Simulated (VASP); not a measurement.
# Ni in VASP: a series of runs

Ni is run at these levels: PBE, r2SCAN; tasks: single point.

All numbers are computed with VASP 6.6.1; they aren't measurements. Logs are shortened: lines on timing, memory, paths and dates and some standing lists are left out, and cuts for length are marked.

### Step 1. The cell of the first run

The structure is tetragonal, space group I4/mmm (No. 139). The conventional cell has a = 2.463 Å, b = 2.463 Å, c = 3.540 Å, α = 90.00°, β = 90.00°, γ = 90.00°. Ni (site symmetry 4/mmm) has 12 Ni at 2.46 to 2.48 Å within 3.3 Å.

### Step 2. Single point, PBE, collinear spin, ferromagnetic start (biaxial strain in the a-b plane: -1.0 %)

INCAR reads:

```
ALGO = Normal
EDIFF = 1E-6
ENCUT = 520
GGA = PE
ISIF = 2
ISMEAR = 0
ISPIN = 2
LASPH = True
LCHARG = False
LMAXMIX = 4
LORBIT = 11
LREAL = False
LWAVE = False
MAGMOM = 0.75 0.75
NBANDS = 21
NELM = 150
PREC = Accurate
SIGMA = 0.1
```

KPOINTS reads:

```
k-points
0
Gamma
  20 20 14
```

POSCAR reads:

```
Ni
1.0
    1.7416680425      1.7416680425      0.0000000000
   -1.7416680425      1.7416680425      0.0000000000
    0.0000000000      0.0000000000      3.5396324258
Ni
2
Direct
    0.0000000000      0.0000000000      0.0000000000
    0.5000000000      0.5000000000      0.5000000000
```

Potentials or basis: VASP PAW PBE potentials, release 64 (Ni).

Run with:

```bash
> cat potpaw_PBE.64/Ni/POTCAR > POTCAR
> mpirun -np 1 vasp_std > vasp.out
```

OUTCAR:

```text
EDIFF = 1E-6
   ENCUT = 520
   GGA = PE
   ISIF = 2
   ISMEAR = 0
   ISPIN = 2
   LASPH = True
   LORBIT = 11
   LREAL = False
   NELM = 150
   PREC = Accurate

 ion  position               nearest neighbor table
   1  0.000  0.000  0.000-   2 2.48   2 2.48   2 2.48   2 2.48   2 2.48   2 2.48   2 2.48   2 2.48

   2  0.500  0.500  0.500-   1 2.48   1 2.48   1 2.48   1 2.48   1 2.48   1 2.48   1 2.48   1 2.48

  LATTYP: Found a simple tetragonal cell.
 ALAT       =     2.4630905669
 C/A-ratio  =     1.4370695392

  Lattice vectors:

 A1 = (   1.7416680425,   1.7416680425,   0.0000000000)
 A2 = (  -1.7416680425,   1.7416680425,   0.0000000000)
 A3 = (   0.0000000000,   0.0000000000,   3.5396324258)

Analysis of symmetry for initial positions (statically):
=====================================================================
 Subroutine PRICEL returns following result:

  LATTYP: Found a body centered tetragonal cell.
 ALAT       =     2.4630905669
 C/A-ratio  =     1.4370695392
[... 12 lines left out ...]
 Subroutine GETGRP returns: Found 16 space group operations
 (whereof 16 operations were pure point group operations)
 out of a pool of 16 trial point group operations.

The static configuration has the point symmetry D_4h.

Analysis of symmetry for dynamics (positions and initial velocities):
=====================================================================
 Subroutine PRICEL returns following result:

  LATTYP: Found a body centered tetragonal cell.
 ALAT       =     2.4630905669
 C/A-ratio  =     1.4370695392
[... 12 lines left out ...]
 Subroutine GETGRP returns: Found 16 space group operations
 (whereof 16 operations were pure point group operations)
 out of a pool of 16 trial point group operations.

The dynamic configuration has the point symmetry D_4h.

Analysis of structural, dynamic, and magnetic symmetry:
=====================================================================
 Subroutine PRICEL returns following result:

  LATTYP: Found a body centered tetragonal cell.
 ALAT       =     2.4630905669
 C/A-ratio  =     1.4370695392
[... 12 lines left out ...]
 Subroutine GETGRP returns: Found 16 space group operations
 (whereof 16 operations were pure point group operations)
 out of a pool of 16 trial point group operations.

The overall configuration has the point symmetry D_4h.

 Subroutine INISYM returns: Found 16 space group operations
 (whereof 16 operations are pure point group operations),
 and found     2 'primitive' translations

----------------------------------------------------------------------------------------

                                     Primitive cell

  volume of cell :      10.7371
[... 110 lines left out ...]
  Thomas-Fermi vector in A             =   2.696144
   LORBIT       =     11    0 simple, 1 ext, 2 COOP (PROOUT), +10 PAW based schemes
   GGA     = PE    functional components
   LHFCALC =     F    Hartree Fock is set to
   AEXX    =    0.0000 exact exchange contribution
   IVDW    =     0    specifies the selected vdW correction
   LEPSILON=     F    determine dielectric tensor
   LRPA    =     F    only Hartree local field effects (RPA)
 spin polarized calculation
 Gauss-broadening in eV      SIGMA  =   0.10
  energy-cutoff  :      520.00
  volume of cell :       21.47
 maximum number of plane-waves:       597
   NGX =  9   NGY =  9   NGZ = 13

 number of electron      20.0000041 magnetization       1.2556152

 Free energy of the ion-electron system (eV)
  ---------------------------------------------------
  ext. energy  EPLUGINS =         0.00000000
  ---------------------------------------------------
  free energy    TOTEN  =       -10.94561055 eV

  energy without entropy =      -10.92844039  energy(sigma->0) =      -10.93702547

 E-fermi :   9.5661     XC(G=0): -13.3338

 val. band max:        9.5650335562   @ k =   0.0500   0.0500   0.1429
 cond. band min:       9.5666790406   @ k =   0.5000   0.4500   0.0714
 fundamental gap:      0.0016454844
 Fermi energy:         9.5660931604

 spin component 1

 k-point     1 :       0.0000    0.0000    0.0000
  band No.  band energies     occupation
      1       0.4617      1.00000
      2       4.8232      1.00000
      3       5.3048      1.00000
      4       7.0281      1.00000
      5       7.1268      1.00000
      6       7.1268      1.00000
[... 565 lines left out ...]
     20      35.2483      0.00000
     21      39.7336      0.00000

 [... further k-points ...]

 spin component 2

 k-point     1 :       0.0000    0.0000    0.0000
  band No.  band energies     occupation
      1       0.4285      1.00000
      2       5.1660      1.00000
      3       5.9280      1.00000
      4       7.7848      1.00000
      5       7.8822      1.00000
      6       7.8822      1.00000
[... 565 lines left out ...]
     20      35.2170      0.00000
     21      39.8296      0.00000

 [... further k-points ...]

------------------------ aborting loop because EDIFF is reached ----------------------------------------

  FORCE on cell =-STRESS in cart. coord.  units (eV):
  Direction    XX          YY          ZZ          XY          YZ          ZX
  --------------------------------------------------------------------------------------
  -------------------------------------------------------------------------------------
  Total        0.4801322      0.4801322      0.1867311      0.0000000      0.0000000      0.0000000
  in kB       35.8222168     35.8222168     13.9318343      0.0000000      0.0000000      0.0000000
  external PRESSURE =      28.5254226 kB  Pullay stress =       0.0000000 kB

 VOLUME and BASIS-vectors are now :
 -----------------------------------------------------------------------------
  energy-cutoff  :      520.00
  volume of cell :       21.47
      direct lattice vectors                 reciprocal lattice vectors
     1.741668042  1.741668042  0.000000000     0.287081113  0.287081113  0.000000000
    -1.741668042  1.741668042  0.000000000    -0.287081113  0.287081113  0.000000000
     0.000000000  0.000000000  3.539632426     0.000000000  0.000000000  0.282515211

 POSITION                                       TOTAL-FORCE (eV/Angst)
 -----------------------------------------------------------------------------------
      0.00000      0.00000      0.00000         0.000000     -0.000000      0.000000
      0.00000      1.74167      1.76982        -0.000000      0.000000      0.000000
 -----------------------------------------------------------------------------------
    total drift:                                0.000000     -0.000000     -0.000000

  FREE ENERGIE OF THE ION-ELECTRON SYSTEM (eV)
  ---------------------------------------------------
  free  energy   TOTEN  =       -10.9456105516 eV

  energy  without entropy=      -10.9284403898  energy(sigma->0) =      -10.93702547

 total charge

# of ion       s       p       d       tot
------------------------------------------
    1        0.503   0.510   8.320   9.334
    2        0.503   0.510   8.320   9.334
--------------------------------------------------
tot          1.007   1.020  16.640  18.667

 magnetization (x)

# of ion       s       p       d       tot
------------------------------------------
    1       -0.006  -0.025   0.670   0.638
    2       -0.006  -0.025   0.670   0.638
--------------------------------------------------
tot         -0.013  -0.050   1.339   1.277
```

OSZICAR:

```text
N       E                     dE             d eps       ncg     rms          rms(c)
DAV:   1     0.969081926973E+02    0.96908E+02   -0.85021E+03 48268   0.131E+03
DAV:   2    -0.715691086545E+01   -0.10407E+03   -0.96030E+02 45470   0.235E+02
DAV:   3    -0.129225662009E+02   -0.57657E+01   -0.55336E+01 50123   0.632E+01
DAV:   4    -0.130000689681E+02   -0.77503E-01   -0.77433E-01 50615   0.681E+00
DAV:   5    -0.130024469897E+02   -0.23780E-02   -0.23779E-02 50400   0.118E+00    0.142E+01
DAV:   6    -0.115916981685E+02    0.14107E+01   -0.74710E+00 52586   0.571E+01    0.838E+00
DAV:   7    -0.109824955102E+02    0.60920E+00   -0.15072E+00 52253   0.230E+01    0.278E+00
DAV:   8    -0.109518082900E+02    0.30687E-01   -0.13681E-02 64021   0.150E+00    0.134E+00
DAV:   9    -0.109467302090E+02    0.50781E-02   -0.73810E-04 69235   0.360E-01    0.379E-01
DAV:  10    -0.109457014154E+02    0.10288E-02   -0.10241E-04 66342   0.154E-01    0.877E-02
DAV:  11    -0.109456096515E+02    0.91764E-04   -0.38392E-05 57987   0.787E-02    0.293E-02
DAV:  12    -0.109456118667E+02   -0.22152E-05   -0.32343E-06 50347   0.236E-02    0.178E-02
DAV:  13    -0.109456106786E+02    0.11881E-05   -0.15347E-06 37888   0.128E-02    0.239E-03
DAV:  14    -0.109456105516E+02    0.12695E-06   -0.83148E-08 23801   0.244E-03
   1 F= -.10945611E+02 E0= -.10937025E+02  d E =-.171702E-01  mag=     1.2556
```

stdout:

```text
POSCAR found type information on POSCAR Ni
 POSCAR found :  1 types and       2 ions
 scaLAPACK will be used
 LDA part: xc-table for (Slater+PW92), standard interpolation
 POSCAR, INCAR and KPOINTS ok, starting setup
 FFT: planning ... GRIDC
 FFT: planning ... GRID_SOFT
 FFT: planning ... GRID
 WAVECAR not read
 entering main loop
```

It took 4.1 min on 1 thread of Intel Xeon Platinum 8488C (Sapphire Rapids), shared host; peak memory 0.4 GiB.

Results:

- Free energy: -10.9456 eV
- Pressure: 2.9 GPa
- Net moment: 1.26 μB per cell
- Site moments: Ni +0.64 μB
- Valence electrons inside the program's atomic spheres: Ni 9.33

Levels at points of the mesh, in eV from the Fermi level:
Spin up:
```tsv
k point	band 7	band 8	band 9	band 10	band 11	band 12	band 13	band 14	band 15	band 16
(0.00, 0.00, 0.00)	-1.33	-1.22	-0.54	-0.48	-0.48	2.20	9.05	15.22	15.22	20.12
(0.50, 0.00, 0.00)	-1.70	-1.70	-1.39	-1.39	1.04	1.04	11.46	11.46	12.83	12.83
(0.50, 0.50, 0.00)	-0.51	-0.51	-0.44	-0.44	2.58	2.58	9.48	9.48	14.81	14.81
(0.00, 0.00, 0.50)	-1.59	-1.59	-1.59	-1.59	-0.89	-0.89	19.60	19.60	19.60	19.60
(0.50, 0.00, 0.50)	-0.62	-0.62	-0.59	-0.59	-0.32	-0.32	5.75	5.75	22.27	22.27
(0.50, 0.50, 0.50)	-1.35	-1.35	-0.44	-0.44	7.82	7.82	7.82	7.82	10.15	10.15
```
Spin down:
| k point | band 6 | band 7 | band 8 | band 9 | band 10 | band 11 | band 12 | band 13 | band 14 | band 15 |
| --- | --- | --- | --- | --- | --- | --- | --- | --- | --- | --- |
| (0.00, 0.00, 0.00) | -1.68 | -0.74 | -0.63 | 0.07 | 0.39 | 0.39 | 2.16 | 9.30 | 15.23 | 15.23 |
| (0.50, 0.00, 0.00) | -2.28 | -1.15 | -1.15 | -0.58 | -0.58 | 1.61 | 1.61 | 11.66 | 11.66 | 12.95 |
| (0.50, 0.50, 0.00) | 0.06 | 0.36 | 0.36 | 0.44 | 0.44 | 2.54 | 2.54 | 9.72 | 9.72 | 14.82 |
| (0.00, 0.00, 0.50) | -1.46 | -0.80 | -0.80 | -0.80 | -0.80 | -0.29 | -0.29 | 19.67 | 19.67 | 19.67 |
| (0.50, 0.00, 0.50) | -1.78 | -0.38 | -0.38 | 0.13 | 0.13 | 0.17 | 0.17 | 6.18 | 6.18 | 22.14 |
| (0.50, 0.50, 0.50) | -2.50 | -0.79 | -0.79 | 0.44 | 0.44 | 7.99 | 7.99 | 7.99 | 7.99 | 10.31 |

Caveat: the cell differs from its parent crystal (biaxial strain in the a-b plane: -1.0 %).

### Step 3. Single point, PBE, collinear spin, ferromagnetic start (uniaxial strain along c: +2.0 %, then relaxed in part)

INCAR reads:

```
SYSTEM = Ni
  PREC = Accurate
  ENCUT = 520
  EDIFF = 1E-7
  ISMEAR = 0
  SIGMA = 0.1
  LREAL = .False.
  LASPH = .True.
  NELM = 150
  ALGO = Normal
  ISIF = 2
  LWAVE = .False.
  LCHARG = .False.
  ISPIN = 2
  MAGMOM = 0.75 0.75
  LORBIT = 11
  LMAXMIX = 4
  GGA = PE
  NBANDS = 21
```

KPOINTS reads:

```
regular mesh
0
Gamma
  20 20 14
  0 0 0
```

POSCAR reads:

```
Ni
1.0
    1.7474569332      1.7474569332      0.0000000000
   -1.7474569332      1.7474569332      0.0000000000
    0.0000000000      0.0000000000      3.5888917239
Ni
2
Direct
    0.0000000000      0.0000000000      0.0000000000
    0.5000000000      0.5000000000      0.5000000000
```

Potentials or basis: VASP PAW PBE potentials, release 64 (Ni).

Run with:

```bash
> cat potpaw_PBE.64/Ni/POTCAR > POTCAR
> mpirun -np 1 vasp_std > vasp.out
```

Run time: 3 min. Hardware: 1 thread of Intel Xeon 6975P-C (Granite Rapids), shared host; peak memory 0.4 GiB.

The run converged. Its results:

```yaml
Free_energy: -10.9451 eV
Pressure: -1.2 GPa
Net_moment: 1.27 μB per cell
Site_moments: Ni +0.65 μB
Valence_electrons_inside_the_program's_atomic_spheres: Ni 9.30
```

Stress tensor (GPa, compression positive):
```
-0.06  0.00  0.00
 0.00 -0.06  0.00
 0.00  0.00 -3.47
```

Levels at points of the mesh, in eV from the Fermi level:
Spin up:
```tsv
k point	band 9	band 10	band 11	band 12	band 13	band 14
(0.00, 0.00, 0.00)	-0.54	-0.50	-0.50	2.04	8.68	15.20
(0.50, 0.00, 0.00)	-1.36	-1.36	1.03	1.03	11.19	11.19
(0.50, 0.50, 0.00)	-0.43	-0.43	2.65	2.65	9.39	9.39
(0.00, 0.00, 0.50)	-1.56	-1.56	-0.86	-0.86	19.39	19.39
(0.50, 0.00, 0.50)	-0.58	-0.58	-0.28	-0.28	5.61	5.61
(0.50, 0.50, 0.50)	-0.43	-0.43	7.71	7.71	7.71	7.71
```
Spin down:
| k point | band 7 | band 8 | band 9 | band 10 | band 11 | band 12 | band 13 | band 14 |
| --- | --- | --- | --- | --- | --- | --- | --- | --- |
| (0.00, 0.00, 0.00) | -0.76 | -0.58 | 0.07 | 0.37 | 0.37 | 1.99 | 8.94 | 15.20 |
| (0.50, 0.00, 0.00) | -1.10 | -1.10 | -0.54 | -0.54 | 1.60 | 1.60 | 11.38 | 11.38 |
| (0.50, 0.50, 0.00) | 0.33 | 0.33 | 0.45 | 0.45 | 2.61 | 2.61 | 9.63 | 9.63 |
| (0.00, 0.00, 0.50) | -0.76 | -0.76 | -0.76 | -0.76 | -0.26 | -0.26 | 19.40 | 19.40 |
| (0.50, 0.00, 0.50) | -0.34 | -0.34 | 0.12 | 0.12 | 0.18 | 0.18 | 6.04 | 6.04 |
| (0.50, 0.50, 0.50) | -0.77 | -0.77 | 0.45 | 0.45 | 7.88 | 7.88 | 7.88 | 7.88 |

Caveat: the cell differs from its parent crystal (uniaxial strain along c: +2.0 %, then relaxed in part).

[end of part 1 of 2]
